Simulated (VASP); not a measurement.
Wanted: the native input for a VASP 6.6.1 run.

```yaml
Task: single point
Functional: PBE
Potentials_or_basis: VASP PAW PBE potentials, release 64 (O)
Cutoff: 520 eV
k_mesh: 20 × 20 × 20
Occupations: fermi-dirac, width 0.1 eV
Spin: no spin polarisation
Dipole_correction: no
Further_INCAR_settings: ALGO = Normal; EDIFF = 1e-06; NBANDS = 9
```

The structure of O lies in POSCAR:

```
O
1.0
    0.0000000000      1.4750991579      1.4750991579
    1.4750991579      0.0000000000      1.4750991579
    1.4750991579      1.4750991579      0.0000000000
O
1
Direct
    0.0000000000      0.0000000000      0.0000000000
```

This cell differs from its parent crystal: volume scaled by 0.8.

The input as run:

INCAR

```
ALGO = Normal ; EDIFF = 1E-6
ENCUT = 520 ; GGA = PE
ISIF = 2 ; ISMEAR = -1
LASPH = True ; LCHARG = False
LREAL = False ; LWAVE = False
NBANDS = 9 ; NELM = 60
PREC = Accurate ; SIGMA = 0.1
```

KPOINTS

```
k-points
0
Gamma
  20 20 20
```

Potentials or basis: VASP PAW PBE potentials, release 64 (O).

Run with:

```bash
$ cat potpaw_PBE.64/O/POTCAR > POTCAR
$ mpirun -np 1 vasp_std > vasp.out
```

Results of the run:

```
Pressure               : 51.3 GPa
Band gap on the k mesh : zero (band 3 reaches 7.43 eV, above the bottom of band 4 at 2.73 eV)
```

Wall time 9.7 s on 1 thread of Intel Xeon 8259CL (shared host), peak memory 0.12 GiB.
